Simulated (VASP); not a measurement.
Wanted: the native input for a VASP 6.6.1 run.

| Quantity | Value |
| --- | --- |
| Task | single point |
| Functional | PBEsol |
| Potentials or basis | VASP PAW PBE potentials, release 64 (Ti_sv, In_d, C) |
| Cutoff | 520 eV |
| k mesh | 6 × 6 × 6 |
| Occupations | fermi-dirac, width 0.05 eV |
| Spin | no spin polarisation |
| Dipole correction | no |
| Further INCAR settings | ALGO = Normal; EDIFF = 1e-07; NBANDS = 34 |

The structure of Ti3InC lies in POSCAR:

```
Ti3InC
1.0
    4.3095595221      0.0000000000      0.0000000000
    0.0000000000      4.3095595221      0.0000000000
    0.0000000000      0.0000000000      4.3095595221
Ti In C
3 1 1
Direct
    0.5000000000      0.5000000000      0.0000000000
    0.5000000000      0.0000000000      0.5000000000
    0.0000000000      0.5000000000      0.5000000000
    0.0000000000      0.0000000000      0.0000000000
    0.5000000000      0.5000000000      0.5000000000
```

The input as run:

INCAR

```
SYSTEM = Ti3InC
PREC = Accurate
ENCUT = 520
EDIFF = 1E-7
ISMEAR = -1
SIGMA = 0.05
LREAL = .FALSE.
LASPH = .TRUE.
NELM = 60
ALGO = Normal
ISIF = 2
LWAVE = .FALSE.
LCHARG = .FALSE.
GGA = PS
NBANDS = 34
```

KPOINTS

```
regular mesh
0
G
  6 6 6
  0 0 0
```

Potentials or basis: VASP PAW PBE potentials, release 64 (Ti_sv, In_d, C).

Command:

```console
$ cat potpaw_PBE.64/Ti_sv/POTCAR potpaw_PBE.64/In_d/POTCAR potpaw_PBE.64/C/POTCAR > POTCAR
$ mpirun -np 1 vasp_std > vasp.out
```

It gave:

The pressure is -10.4 GPa.

Caveat: the PAW data sets were made with another functional, which shifts forces and pressure a little.

It used 84 s of CPU time on 1 thread of AMD EPYC 7R13 Processor (Zen 3) (shared host).
